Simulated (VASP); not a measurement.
Input of a VASP 6.6.1 run:

The input INCAR:

```
PREC = Accurate
ENCUT = 520
EDIFF = 1E-6
ISMEAR = 0
SIGMA = 0.15
LREAL = F
LASPH = T
NELM = 100
ALGO = Normal
ISIF = 2
LWAVE = F
LCHARG = F
GGA = PE
NBANDS = 10
```

KPOINTS

```
regular mesh
0
Gamma
  22 22 22
```

The input POSCAR:

```
Ir
1.0
    0.0000000000      1.8598228520      2.0616136314
    1.8598228520      0.0000000000      2.0616136314
    1.8598228520      1.8598228520      0.0000000000
Ir
1
Direct
    0.0000000000      0.0000000000      0.0000000000
```

Potentials or basis: VASP PAW PBE potentials, release 64 (Ir).

Command:

```bash
$ cat potpaw_PBE.64/Ir/POTCAR > POTCAR
$ mpirun -np 1 vasp_std > vasp.out
```

Predict the band gap on the k mesh.

zero (an odd number of electrons rules out a gap without spin polarisation).

What does it give for the pressure?

9.3 GPa.

Stress tensor (GPa, compression positive):
```
 22.06   0.00   0.00
  0.00  22.06   0.00
  0.00   0.00 -16.26
```

Caveat: the cell stands under pressure; spin-orbit coupling is left out, which moves the levels of the heavy elements.
